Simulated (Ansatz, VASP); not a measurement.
## Two plane-wave programs on NaGeCl3

```
CELL_PARAMETERS angstrom
5.19087 0.00000 0.00000
0.00000 5.19087 0.00000
0.00000 0.00000 5.19087
ATOMIC_POSITIONS crystal
Na 0.00000 0.00000 0.00000
Ge 0.50000 0.50000 0.50000
Cl 0.50000 0.50000 0.00000
Cl 0.50000 0.00000 0.50000
Cl 0.00000 0.50000 0.50000
```

Alike in both runs: task single point; functional r2SCAN; k mesh 4 × 4 × 4; no spin polarisation.

```csv
,VASP,Ansatz
version,VASP 6.6.1,Ansatz 0.2.0
potentials or method,"VASP PAW PBE potentials, release 64 (Na_pv, Ge_d, Cl)","plane waves, PAW"
plane-wave cutoff (eV),520,500
occupations,"gaussian, width 0.01 eV",fixed
valence electrons in the cell,42,44
```

Ansatz gave:

```
gap on the k mesh at the Fermi level (eV) : 0.77
pressure (GPa)                            : 0.0
```

Question: Estimate VASP's values.

Answer: gap on the k mesh at the Fermi level (eV): 0.78; pressure (GPa): -0.1.

VASP's potentials were made for PBE, not for r2SCAN. VASP's potentials hold 42 valence electrons a cell and Ansatz's 44, so a difference there can come from the potentials and not from the codes.
